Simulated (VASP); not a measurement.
# Cu (Fm-3m) in VASP: notebook, part 4 of 4

VASP 6.6.1.

## (5) Single point, HSE06

POSCAR

```
Cu
1.0
    0.0000000000      1.8075000000      1.8075000000
    1.8075000000      0.0000000000      1.8075000000
    1.8075000000      1.8075000000      0.0000000000
Cu
1
Direct
    0.0000000000      0.0000000000      0.0000000000
```

INCAR.step1

```
SYSTEM = Cu
  PREC = Accurate
  ENCUT = 520
  EDIFF = 1E-5
  ISMEAR = -1
  SIGMA = 0.05
  LREAL = .False.
  LASPH = .True.
  NELM = 120
  ALGO = Normal
  ISIF = 2
  LWAVE = .True.
  NBANDS = 12
  GGA = PE
  GGA_COMPAT = .False.
```

INCAR.step2

```
SYSTEM = Cu
  PREC = Accurate
  ENCUT = 520
  EDIFF = 1E-6
  ISMEAR = -1
  SIGMA = 0.05
  LREAL = .False.
  LASPH = .True.
  NELM = 120
  ALGO = Normal
  ISIF = 2
  LWAVE = .False.
  LCHARG = .True.
  GGA = PE
  LHFCALC = .True.
  HFSCREEN = 0.2079
  PRECFOCK = Normal
  LELF = .True.
  LVHAR = .True.
  NBANDS = 12
  ISTART = 1
  GGA_COMPAT = .False.
```

KPOINTS

```
Automatic mesh
0
Gamma
  7 7 7
  0 0 0
```

Potentials or basis: VASP PAW PBE potentials, release 64 (Cu).

Launch:

```bash
$ cat potpaw_PBE.64/Cu/POTCAR > POTCAR
$ cp INCAR.step1 INCAR
$ mpirun -np 1 vasp_std > vasp.out
$ cp INCAR.step2 INCAR
$ mpirun -np 1 vasp_std > vasp.out
```

OUTCAR:

```text
SYSTEM = Cu
   PREC = Accurate
   ENCUT = 520
   EDIFF = 1E-6
   ISMEAR = -1
   LREAL = .False.
   LASPH = .True.
   NELM = 120
   ISIF = 2
   GGA = PE
   LHFCALC = .True.
   HFSCREEN = 0.2079
   PRECFOCK = Normal
   ISTART = 1

 ion  position               nearest neighbor table
   1  0.000  0.000  0.000-

  LATTYP: Found a face centered cubic cell.
 ALAT       =     3.6150000000

  Lattice vectors:

 A1 = (   0.0000000000,   1.8075000000,   1.8075000000)
 A2 = (   1.8075000000,   0.0000000000,   1.8075000000)
 A3 = (   1.8075000000,   1.8075000000,   0.0000000000)

Analysis of symmetry for initial positions (statically):
=====================================================================
 Subroutine PRICEL returns:
 Original cell was already a primitive cell.

 Routine SETGRP: Setting up the symmetry group for a
 face centered cubic supercell.

 Subroutine GETGRP returns: Found 48 space group operations
 (whereof 48 operations were pure point group operations)
 out of a pool of 48 trial point group operations.

The static configuration has the point symmetry O_h .

Analysis of symmetry for dynamics (positions and initial velocities):
=====================================================================
 Subroutine PRICEL returns:
 Original cell was already a primitive cell.

 Routine SETGRP: Setting up the symmetry group for a
 face centered cubic supercell.

 Subroutine GETGRP returns: Found 48 space group operations
 (whereof 48 operations were pure point group operations)
 out of a pool of 48 trial point group operations.

The dynamic configuration has the point symmetry O_h .

 Subroutine INISYM returns: Found 48 space group operations
 (whereof 48 operations are pure point group operations),
 and found     1 'primitive' translations

----------------------------------------------------------------------------------------

                                     Primitive cell

  volume of cell :      11.8104

  direct lattice vectors                    reciprocal lattice vectors
     0.000000000  1.807500000  1.807500000    -0.276625173  0.276625173  0.276625173
     1.807500000  0.000000000  1.807500000     0.276625173 -0.276625173  0.276625173
     1.807500000  1.807500000  0.000000000     0.276625173  0.276625173 -0.276625173

  length of vectors
     2.556191014  2.556191014  2.556191014     0.479128854  0.479128854  0.479128854

  position of ions in fractional coordinates (direct lattice)
     0.000000000  0.000000000  0.000000000

  ion indices of the primitive-cell ions
   primitive index   ion index
                 1           1

----------------------------------------------------------------------------------------

 KPOINTS: Automatic mesh

Automatic generation of k-mesh.
 Grid dimensions read from file:
 generate k-points for:    7    7    7

 Generating k-lattice:

  Cartesian coordinates                     Fractional coordinates (reciprocal lattice)
    -0.039517882  0.039517882  0.039517882     0.142857143  0.000000000  0.000000000
     0.039517882 -0.039517882  0.039517882     0.000000000  0.142857143  0.000000000
     0.039517882  0.039517882 -0.039517882     0.000000000  0.000000000  0.142857143

[... 37 lines left out ...]
   dimension x,y,z NGXF=    40 NGYF=   40 NGZF=   40
   ions per type =               1
   NGX,Y,Z   is equivalent  to a cutoff of  13.01, 13.01, 13.01 a.u.
   NGXF,Y,Z  is equivalent  to a cutoff of  26.01, 26.01, 26.01 a.u.
 SYSTEM =  Cu
   PREC   = accura    normal or accurate (medium, high low for compatibility)
   ISTART =      1    job   : 0-new  1-cont  2-samecut
   ICHARG =      0    charge: 1-file 2-atom 10-const
   ISPIN  =      1    spin polarized calculation?
   LNONCOLLINEAR =      F non collinear calculations
   LSORBIT =      F    spin-orbit coupling
   LASPH  =      T    aspherical Exc in radial PAW
   ENCUT  =  520.0 eV  38.22 Ry    6.18 a.u.   4.75  4.75  4.75*2*pi/ulx,y,z
   NELM   =    120;   NELMIN=  2; NELMDL=  0     # of ELM steps
   EDIFF  = 0.1E-05   stopping-criterion for ELM
   LREAL  =      F    real-space projection
   EDIFFG = 0.1E-04   stopping-criterion for IOM
   NSW    =      0    number of steps for IOM
   IBRION =     -1    ionic relax: 0-MD 1-quasi-New 2-CG
   NFREE  =      0    steps in history (QN), initial steepest desc. (CG)
   ISIF   =      2    stress and relaxation
   ISYM   =      3    0-nonsym 1-usesym 2-fastsym
   POTIM  = 0.5000    time-step for ionic-motion
   TEBEG  =    0.0;   TEEND  =   0.0 temperature during run
   PSTRESS=    0.0 pullay stress
   NELECT =      11.0000    total number of electrons
   NUPDOWN=      -1.0000    fix difference up-down
   EMIN   =  10.00;   EMAX   =-10.00  energy-range for DOS
   EFERMI =   0.00;   METHOD = LEGACY
   ISMEAR =    -1;   SIGMA  =   0.05  broadening in eV -4-tet -1-fermi 0-gaus
   EFERMI_NEDOS =   21; number of points for ismear=-14 and -15
   IALGO  =     38    algorithm
   IMIX   =      1    mixing-type and parameters
     AMIX     =   0.40;   BMIX     =  1.00
     AMIX_MAG =   1.60;   BMIX_MAG =  1.00
  volume/ion in A,a.u.               =      11.81        79.70
  Fermi-wavevector in a.u.,A,eV,Ry     =   1.598763  3.021224 34.777078  2.556043
  Thomas-Fermi vector in A             =   2.696162
   LORBIT       =      0    0 simple, 1 ext, 2 COOP (PROOUT), +10 PAW based schemes
   GGA     = PE    functional components
   LHFCALC =     T    Hartree Fock is set to
   PRECFOCK=normal    Normal, Fast or Accurate (Low or Medium for compatibility)
   ENCUT4O =  -1.0   cutoff for four orbital integrals eV
   NKREDX  =     1    reduce k-point grid by
   NKREDY  =     1    reduce k-point grid by
   NKREDZ  =     1    reduce k-point grid by
   AEXX    =    0.2500 exact exchange contribution
   HFSCREEN=    0.2079 screening length (either q_TF or 0.3 A-1)
   HFSCREENC=   0.2079 screening length for correlation (either q_TF or 0.3 A-1)
   ENCUTFOCK=  -1.0 apply spherical cutoff to Coloumb kernel
   IVDW    =     0    specifies the selected vdW correction
   LEPSILON=     F    determine dielectric tensor
   LRPA    =     F    only Hartree local field effects (RPA)
 non-spin polarized calculation
  energy-cutoff  :      520.00
  volume of cell :       11.81
 maximum number of plane-waves:       331
  NGX = 16; NGY = 16; NGZ = 16

 number of electron      11.0000002 magnetization

 Free energy of the ion-electron system (eV)
  ---------------------------------------------------
  ext. energy  EPLUGINS =         0.00000000
  ---------------------------------------------------
  free energy    TOTEN  =        -3.69733233 eV

  energy without entropy =       -3.69604855  energy(sigma->0) =       -3.69669044

 E-fermi :   7.7384     XC(G=0): -10.3066

 val. band max:        6.4770574908   @ k =   0.4286   0.2857   0.0000
 cond. band min:       7.7568803392   @ k =   0.4286   0.4286   0.0000
 fundamental gap:      1.2798228484
 Fermi energy:         7.7384155355

 k-point     1 :       0.0000    0.0000    0.0000
  band No.  band energies     occupation
      1      -2.9941      2.00000
      2       2.8981      2.00000
      3       2.8981      2.00000
      4       2.8981      2.00000
      5       3.7132      2.00000
      6       3.7132      2.00000
      7      31.1377      0.00000
      8      34.1510      0.00000
      9      34.1510      0.00000
     10      34.1510      0.00000
     11      36.7835      0.00000
     12      36.7835      0.00000
[... 271 lines left out ...]
 k-point    20 :      -0.2857    0.4286    0.1429
  band No.  band energies     occupation
      1       1.7708      2.00000
      2       2.1451      2.00000
      3       2.7546      2.00000
      4       3.7466      2.00000
      5       4.5304      2.00000
      6      13.1619      0.00000
      7      13.7099      0.00000
      8      16.7410      0.00000
      9      20.2771      0.00000
     10      33.1570      0.00000
     11      39.5209      0.00000
     12      39.9439      0.00000

------------------------ aborting loop because EDIFF is reached ----------------------------------------

  FORCE on cell =-STRESS in cart. coord.  units (eV):
  Direction    XX          YY          ZZ          XY          YZ          ZX
  --------------------------------------------------------------------------------------
  -------------------------------------------------------------------------------------
  Total        0.1364332      0.1364332      0.1364332      0.0000000      0.0000000      0.0000000
  in kB       18.5082662     18.5082662     18.5082662      0.0000000      0.0000000      0.0000000
  external PRESSURE =      18.5082662 kB  Pullay stress =       0.0000000 kB

 VOLUME and BASIS-vectors are now :
 -----------------------------------------------------------------------------
  energy-cutoff  :      520.00
  volume of cell :       11.81
      direct lattice vectors                 reciprocal lattice vectors
     0.000000000  1.807500000  1.807500000    -0.276625173  0.276625173  0.276625173
     1.807500000  0.000000000  1.807500000     0.276625173 -0.276625173  0.276625173
     1.807500000  1.807500000  0.000000000     0.276625173  0.276625173 -0.276625173

 POSITION                                       TOTAL-FORCE (eV/Angst)
 -----------------------------------------------------------------------------------
      0.00000      0.00000      0.00000        -0.000000      0.000000      0.000000
 -----------------------------------------------------------------------------------
    total drift:                                0.000000      0.000000      0.000000

  FREE ENERGIE OF THE ION-ELECTRON SYSTEM (eV)
  ---------------------------------------------------
  free  energy   TOTEN  =        -3.6973323307 eV

  energy  without entropy=       -3.6960485474  energy(sigma->0) =       -3.69669044
```

Wall time 26 min (1 thread of Oxide Virtual Turin-like, shared host); peak memory 0.19 GiB.

Results:

```yaml
Free_energy: -3.6973 eV
Pressure: 1.9 GPa
Band_gap_on_the_k_mesh: zero (an odd number of electrons rules out a gap without spin polarisation)
```

Levels at points of the mesh, in eV from the Fermi level:
```csv
k point,band 2,band 3,band 4,band 5,band 6,band 7,band 8,band 9,band 10,band 11
"(0.00, 0.00, 0.00)",-4.84,-4.84,-4.84,-4.03,-4.03,23.40,26.41,26.41,26.41,29.05
```

Caveat: the k points lie up to 0.43 Å⁻¹ apart, too coarse for converged energies and pressures of a metal; the PAW data sets were made with another functional, which shifts forces and pressure a little.

## (6) Summary

| task | level | potentials or basis | cell | k mesh | cutoff (eV) | grid for exact exchange (PRECFOCK) | share of exact exchange | screening parameter | gap on the mesh (eV) | pressure (GPa) |
| --- | --- | --- | --- | --- | --- | --- | --- | --- | --- | --- |
| relaxation of cell and atoms | revPBE+D3(BJ) | VASP PAW PBE potentials, release 64 (Cu_sv_GW) | relaxed | 13 × 13 × 13 | 820 | - | - | - | none | 0.1 |
| single point | LDA | VASP PAW LDA potentials, release 64 (Cu_sv_GW) | as given | 7 × 7 × 7 | 820 | - | - | - | none | -13.5 |
| single point | HSE06 | VASP PAW PBE potentials, release 64 (Cu) | as given | 7 × 7 × 7 | 520 | Normal | 0.25 | 0.2079 1/Å | none | 1.9 |

Alike in all rows: no spin polarisation; smearing fermi-dirac 0.05 eV.

Caveats: some runs use coarse meshes; the PAW data sets were made with another functional, which shifts forces and pressure a little (at least some runs); the dispersion term is far too large for a dense solid, which distorts pressure and volume (at least some runs).

Total energies depend on the potentials used, so only differences within one code and one set of settings carry meaning.

The gap in the log of VASP goes by the Fermi energy; the results here count the filled bands.